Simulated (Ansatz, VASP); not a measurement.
## One calculation of Sc4Te, two programs

```
CELL_PARAMETERS angstrom
-3.01168 3.01168 3.01168
3.01168 -3.01168 3.01168
3.01168 3.01168 -3.01168
ATOMIC_POSITIONS crystal
Sc 0.00000 0.00000 0.50000
Sc 0.50000 0.00000 0.00000
Sc 0.00000 0.50000 0.00000
Sc 0.50000 0.50000 0.50000
Te 0.00000 0.00000 0.00000
```

Change from the starting cell: species swapped into the Hg4Pt type (Im-3m, No. 229).

Alike in both runs: task relaxation of cell and atoms; functional PBE; k mesh 4 × 4 × 4; occupations gaussian, width 0.1 eV; no spin polarisation.

|  | VASP | Ansatz |
| --- | --- | --- |
| version | VASP 6.6.1 | Ansatz 0.2.0 |
| potentials or method | VASP PAW PBE potentials, release 64 (Sc_sv, Te), cutoff 600 eV | scalar-relativistic, plane waves, PAW |
| valence electrons in the cell | 50 | 60 |

```tsv
	VASP	Ansatz	Ansatz less VASP
gap on the k mesh at the Fermi level, each at its own relaxed structure (eV)	none	none	-
relaxed volume (Å³/atom)	29.08	29.01	-0.070
relaxed cell length with the largest relative difference (Å)	5.737	5.733	-0.0046
```

A gap of «none» marks a metal or a gap that the smearing closes. VASP's potentials hold 50 valence electrons a cell and Ansatz's 60, so a difference there can come from the potentials and not from the codes.

The k mesh is coarse, so the values compare programs but aren't converged. Neither program's run includes spin-orbit coupling. Noted on VASP's run: the volume moved by over 15 % at a fixed basis, so the end points are rough.
